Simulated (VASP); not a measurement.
# La (Im-3m) in VASP: density of states with PBE

Aim: the density of states of La with PBE.

Everything below comes from runs of VASP 6.6.1. Logs are shortened: lines on timing, memory, paths and dates and some standing lists are left out, and cuts for length are marked.

## (1) The cell of the first run

Symmetry: Im-3m, No. 229, cubic system. Conventional cell: a = 4.102 Å, b = 4.102 Å, c = 4.102 Å, α = 90.00°, β = 90.00°, γ = 90.00°. Within 4.7 Å of La (site symmetry m-3m) lie 14 La at 3.55 to 4.10 Å.

## (2) Density of states, PBE

POSCAR reads:

```
La
1.0
   -2.0509210000      2.0509210000      2.0509210000
    2.0509210000     -2.0509210000      2.0509210000
    2.0509210000      2.0509210000     -2.0509210000
La
1
Direct
    0.0000000000      0.0000000000      0.0000000000
```

INCAR.step1 reads:

```
SYSTEM = La
PREC     = Accurate       ! precision mode
ENCUT    = 520            ! plane-wave cutoff, eV
EDIFF    = 1E-6           ! SCF threshold, eV
ISMEAR   = 0              ! smearing method
SIGMA    = 0.0207         ! smearing width, eV
LREAL    = .FALSE.        ! projectors in reciprocal space
LASPH    = .TRUE.         ! aspherical terms in the spheres
NELM     = 100            ! most SCF steps
ALGO     = Normal         ! electronic algorithm
ISIF     = 2              ! what is computed and relaxed
LWAVE    = .FALSE.        ! write WAVECAR
LCHARG   = .TRUE.         ! write CHGCAR
LMAXMIX  = 6              ! l up to which the mixer works
GGA      = PE             ! functional
NBANDS   = 12             ! bands
```

KPOINTS.step1 reads:

```
Automatic mesh
0
G
  12 12 12
  0 0 0
```

INCAR.step2 reads:

```
SYSTEM = La
PREC     = Accurate       ! precision mode
ENCUT    = 520            ! plane-wave cutoff, eV
EDIFF    = 1E-6           ! SCF threshold, eV
ISMEAR   = -5             ! smearing method
SIGMA    = 0.0207         ! smearing width, eV
LREAL    = .FALSE.        ! projectors in reciprocal space
LASPH    = .TRUE.         ! aspherical terms in the spheres
NELM     = 100            ! most SCF steps
ALGO     = Normal         ! electronic algorithm
ISIF     = 2              ! what is computed and relaxed
LWAVE    = .FALSE.        ! write WAVECAR
LCHARG   = .FALSE.        ! write CHGCAR
LMAXMIX  = 6              ! l up to which the mixer works
GGA      = PE             ! functional
LORBIT   = 11             ! projections on sites
NBANDS   = 12             ! bands
NEDOS    = 2001           ! points of the DOS
ICHARG   = 11             ! starting density
```

KPOINTS.step2 reads:

```
Automatic mesh
0
G
  18 18 18
  0 0 0
```

Potentials or basis: VASP PAW PBE potentials, release 64 (La).

Run with:

```
$ cat potpaw_PBE.64/La/POTCAR > POTCAR
$ cp INCAR.step1 INCAR
$ cp KPOINTS.step1 KPOINTS
$ mpirun -np 1 vasp_std > vasp.out
$ cp INCAR.step2 INCAR
$ cp KPOINTS.step2 KPOINTS
$ mpirun -np 1 vasp_std > vasp.out
```

OUTCAR:

```text
SYSTEM = La
   PREC = Accurate
   ENCUT = 520
   EDIFF = 1E-6
   ISMEAR = -5
   LREAL = .FALSE.
   LASPH = .TRUE.
   NELM = 100
   ISIF = 2
   GGA = PE
   LORBIT = 11
   ICHARG = 11

 ion  position               nearest neighbor table
   1  0.000  0.000  0.000-

  LATTYP: Found a body centered cubic cell.
 ALAT       =     4.1018420000

  Lattice vectors:

 A1 = (  -2.0509210000,   2.0509210000,   2.0509210000)
 A2 = (   2.0509210000,  -2.0509210000,   2.0509210000)
 A3 = (   2.0509210000,   2.0509210000,  -2.0509210000)

Analysis of symmetry for initial positions (statically):
=====================================================================
 Subroutine PRICEL returns:
 Original cell was already a primitive cell.

 Routine SETGRP: Setting up the symmetry group for a
 body centered cubic supercell.

 Subroutine GETGRP returns: Found 48 space group operations
 (whereof 48 operations were pure point group operations)
 out of a pool of 48 trial point group operations.

The static configuration has the point symmetry O_h .

Analysis of symmetry for dynamics (positions and initial velocities):
=====================================================================
 Subroutine PRICEL returns:
 Original cell was already a primitive cell.

 Routine SETGRP: Setting up the symmetry group for a
 body centered cubic supercell.

 Subroutine GETGRP returns: Found 48 space group operations
 (whereof 48 operations were pure point group operations)
 out of a pool of 48 trial point group operations.

The dynamic configuration has the point symmetry O_h .

 Subroutine INISYM returns: Found 48 space group operations
 (whereof 48 operations are pure point group operations),
 and found     1 'primitive' translations

----------------------------------------------------------------------------------------

                                     Primitive cell

  volume of cell :      34.5070

  direct lattice vectors                    reciprocal lattice vectors
    -2.050921000  2.050921000  2.050921000     0.000000000  0.243792911  0.243792911
     2.050921000 -2.050921000  2.050921000     0.243792911  0.000000000  0.243792911
     2.050921000  2.050921000 -2.050921000     0.243792911  0.243792911  0.000000000

  length of vectors
     3.552299374  3.552299374  3.552299374     0.344775241  0.344775241  0.344775241

  position of ions in fractional coordinates (direct lattice)
     0.000000000  0.000000000  0.000000000

  ion indices of the primitive-cell ions
   primitive index   ion index
                 1           1

----------------------------------------------------------------------------------------

 KPOINTS: Automatic mesh

Automatic generation of k-mesh.
 Grid dimensions read from file:
 generate k-points for:   18   18   18

 Generating k-lattice:

  Cartesian coordinates                     Fractional coordinates (reciprocal lattice)
     0.000000000  0.013544051  0.013544051     0.055555556  0.000000000  0.000000000
     0.013544051  0.000000000  0.013544051     0.000000000  0.055555556  0.000000000
     0.013544051  0.013544051  0.000000000     0.000000000  0.000000000  0.055555556

  Length of vectors
     0.019154180  0.019154180  0.019154180

  Shift w.r.t. Gamma in fractional coordinates (k-lattice)
     0.000000000  0.000000000  0.000000000

 TETIRR: Found   6794 inequivalent tetrahedra from    34992

 Subroutine IBZKPT returns following result:
 ===========================================

 Found    195 irreducible k-points:

 Following reciprocal coordinates:
            Coordinates               Weight
  0.000000  0.000000  0.000000      1.000000
  0.055556  0.000000  0.000000     12.000000
  0.111111  0.000000  0.000000     12.000000
  0.166667  0.000000  0.000000     12.000000
  0.222222  0.000000  0.000000     12.000000
  0.277778  0.000000  0.000000     12.000000
[... 16 lines left out ...]
  0.333333  0.111111 -0.000000     48.000000
  0.388889  0.111111 -0.000000     48.000000
 [... further k-points ...]
   k-points           NKPTS =    195   k-points in BZ     NKDIM =    195   number of bands    NBANDS=     12
   number of dos      NEDOS =   2001   number of ions     NIONS =      1
   total plane-waves  NPLWV =  21952
   dimension x,y,z NGX =    28 NGY =   28 NGZ =   28
   dimension x,y,z NGXF=    56 NGYF=   56 NGZF=   56
   ions per type =               1
   NGX,Y,Z   is equivalent  to a cutoff of  13.10, 13.10, 13.10 a.u.
   NGXF,Y,Z  is equivalent  to a cutoff of  26.21, 26.21, 26.21 a.u.
 SYSTEM =  La
   PREC   = accura    normal or accurate (medium, high low for compatibility)
   ISTART =      0    job   : 0-new  1-cont  2-samecut
   ICHARG =     11    charge: 1-file 2-atom 10-const
   ISPIN  =      1    spin polarized calculation?
   LNONCOLLINEAR =      F non collinear calculations
   LSORBIT =      F    spin-orbit coupling
   LASPH  =      T    aspherical Exc in radial PAW
   ENCUT  =  520.0 eV  38.22 Ry    6.18 a.u.   6.60  6.60  6.60*2*pi/ulx,y,z
   NELM   =    100;   NELMIN=  2; NELMDL=  0     # of ELM steps
   EDIFF  = 0.1E-05   stopping-criterion for ELM
   LREAL  =      F    real-space projection
   EDIFFG = 0.1E-04   stopping-criterion for IOM
   NSW    =      0    number of steps for IOM
   IBRION =     -1    ionic relax: 0-MD 1-quasi-New 2-CG
   NFREE  =      0    steps in history (QN), initial steepest desc. (CG)
   ISIF   =      2    stress and relaxation
   ISYM   =      2    0-nonsym 1-usesym 2-fastsym
   POTIM  = 0.5000    time-step for ionic-motion
   TEBEG  =    0.0;   TEEND  =   0.0 temperature during run
   PSTRESS=    0.0 pullay stress
   NELECT =      11.0000    total number of electrons
   NUPDOWN=      -1.0000    fix difference up-down
   EMIN   =  10.00;   EMAX   =-10.00  energy-range for DOS
   EFERMI =   0.00;   METHOD = LEGACY
   ISMEAR =    -5;   SIGMA  =   0.02  broadening in eV -4-tet -1-fermi 0-gaus
   EFERMI_NEDOS =   21; number of points for ismear=-14 and -15
   IALGO  =     38    algorithm
   IMIX   =      4    mixing-type and parameters
     AMIX     =   0.40;   BMIX     =  1.00
     AMIX_MAG =   1.60;   BMIX_MAG =  1.00
  volume/ion in A,a.u.               =      34.51       232.86
  Fermi-wavevector in a.u.,A,eV,Ry     =   1.118330  2.113338 17.016302  1.250663
  Thomas-Fermi vector in A             =   2.254961
   LORBIT       =     11    0 simple, 1 ext, 2 COOP (PROOUT), +10 PAW based schemes
   GGA     = PE    functional components
   LHFCALC =     F    Hartree Fock is set to
   AEXX    =    0.0000 exact exchange contribution
   IVDW    =     0    specifies the selected vdW correction
   LEPSILON=     F    determine dielectric tensor
   LRPA    =     F    only Hartree local field effects (RPA)
 non-spin polarized calculation
 Fermi weights with tetrahedron method with Bloechl corrections
  energy-cutoff  :      520.00
  volume of cell :       34.51
 maximum number of plane-waves:       959

 number of electron      10.9999998 magnetization

 Free energy of the ion-electron system (eV)
  ---------------------------------------------------
  ext. energy  EPLUGINS =         0.00000000
  ---------------------------------------------------
  free energy    TOTEN  =        -4.72816192 eV

  energy without entropy =       -4.72816192  energy(sigma->0) =       -4.72816192

 E-fermi :   8.5604     XC(G=0):  -9.8638

 val. band max:        8.5605605460   @ k =  -0.3889  -0.4444   0.1111
 cond. band min:       8.5481820814   @ k =   0.2778   0.1667   0.1667
 fundamental gap:     -0.0123784646
 Fermi energy:         8.5603614415

 k-point     1 :       0.0000    0.0000    0.0000
  band No.  band energies     occupation
      1     -24.2231      2.00000
      2      -7.0432      2.00000
      3      -7.0432      2.00000
      4      -7.0432      2.00000
      5       5.4774      2.00000
      6      10.1359      0.00000
      7      10.1359      0.00000
      8      10.1362      0.00000
      9      10.1710      0.00000
     10      10.1710      0.00000
     11      10.1710      0.00000
     12      11.0308      0.00000

 k-point     2 :       0.0556    0.0000    0.0000
  band No.  band energies     occupation
      1     -24.2151      2.00000
      2      -7.1026      2.00000
      3      -7.0602      2.00000
      4      -7.0441      2.00000
      5       5.5870      2.00000
      6       9.9028      0.00000
      7       9.9035      0.00000
      8      10.1662      0.00000
      9      10.1794      0.00000
     10      10.3592      0.00000
     11      10.3642      0.00000
     12      11.0231      0.00000

 k-point     3 :       0.1111    0.0000    0.0000
  band No.  band energies     occupation
      1     -24.1918      2.00000
      2      -7.2697      2.00000
      3      -7.1086      2.00000
      4      -7.0465      2.00000
      5       5.8933      2.00000
      6       9.6211      0.00000
      7       9.6245      0.00000
      8      10.1541      0.00000
      9      10.2820      0.00000
     10      10.5116      0.00000
     11      10.5282      0.00000
     12      10.9950      0.00000
[... 286 lines left out ...]
 k-point    23 :       0.3333    0.1111   -0.0000
  band No.  band energies     occupation
      1     -23.9688      2.00000
      2      -8.5221      2.00000
      3      -7.5719      2.00000
      4      -7.1431      2.00000
      5       7.1041      2.00000
      6       8.4876      1.95793
      7       9.8607      0.00000
      8      10.2663      0.00000
      9      10.5660      0.00000
     10      10.7818      0.00000
     11      10.8612      0.00000
     12      11.0107      0.00000

 k-point    24 :       0.3889    0.1111   -0.0000
  band No.  band energies     occupation
      1     -23.9452      2.00000
      2      -8.6337      2.00000
      3      -7.6254      2.00000
      4      -7.1470      2.00000
      5       7.0018      2.00000
      6       8.4161      2.08637
      7      10.0882      0.00000
      8      10.2632      0.00000
      9      10.5765      0.00000
     10      10.8609      0.00000
     11      10.8841      0.00000
     12      10.9960      0.00000

 [... further k-points ...]

------------------------ aborting loop because EDIFF is reached ----------------------------------------

  FORCE on cell =-STRESS in cart. coord.  units (eV):
  Direction    XX          YY          ZZ          XY          YZ          ZX
  --------------------------------------------------------------------------------------
  -------------------------------------------------------------------------------------
  Total        0.6447161      0.6447161      0.6447161      0.0000000      0.0000000      0.0000000
  in kB       29.9345202     29.9345202     29.9345202      0.0000000      0.0000000      0.0000000
  external PRESSURE =      29.9345202 kB  Pullay stress =       0.0000000 kB

 VOLUME and BASIS-vectors are now :
 -----------------------------------------------------------------------------
  energy-cutoff  :      520.00
  volume of cell :       34.51
      direct lattice vectors                 reciprocal lattice vectors
    -2.050921000  2.050921000  2.050921000     0.000000000  0.243792911  0.243792911
     2.050921000 -2.050921000  2.050921000     0.243792911  0.000000000  0.243792911
     2.050921000  2.050921000 -2.050921000     0.243792911  0.243792911  0.000000000

 POSITION                                       TOTAL-FORCE (eV/Angst)
 -----------------------------------------------------------------------------------
      0.00000      0.00000      0.00000         0.000000     -0.000000      0.000000
 -----------------------------------------------------------------------------------
    total drift:                               -0.000000      0.000000      0.000000

  FREE ENERGIE OF THE ION-ELECTRON SYSTEM (eV)
  ---------------------------------------------------
  free  energy   TOTEN  =        -4.7281619225 eV

  energy  without entropy=       -4.7281619225  energy(sigma->0) =       -4.72816192

 total charge

# of ion       s       p       d       f       tot
--------------------------------------------------
    1        2.068   5.544   0.961   0.087   8.660
```

Run time: 100 s. Hardware: 1 thread of Intel Xeon Platinum 8259CL at 2.50GHz (Skylake/Cascade Lake), shared host; peak memory 0.23 GiB.

What came out:

- Valence electrons inside the program's atomic spheres: La 8.66

Levels at points of the mesh, in eV from the Fermi level:
```csv
k point,band 2,band 3,band 4,band 5,band 6,band 7,band 8,band 9,band 10,band 11
"(0.00, 0.00, 0.00)",-15.60,-15.60,-15.60,-3.08,1.58,1.58,1.58,1.61,1.61,1.61
"(0.50, 0.00, 0.00)",-17.29,-16.13,-15.63,-1.90,-0.25,1.62,1.76,2.03,2.33,2.35
"(0.50, 0.50, 0.50)",-16.74,-16.74,-16.74,-2.09,-2.09,1.79,1.99,1.99,1.99,2.55
```

Caveat: spin-orbit coupling is left out, which moves the levels of the heavy elements; tetrahedron occupations give inexact forces and stress in metals.
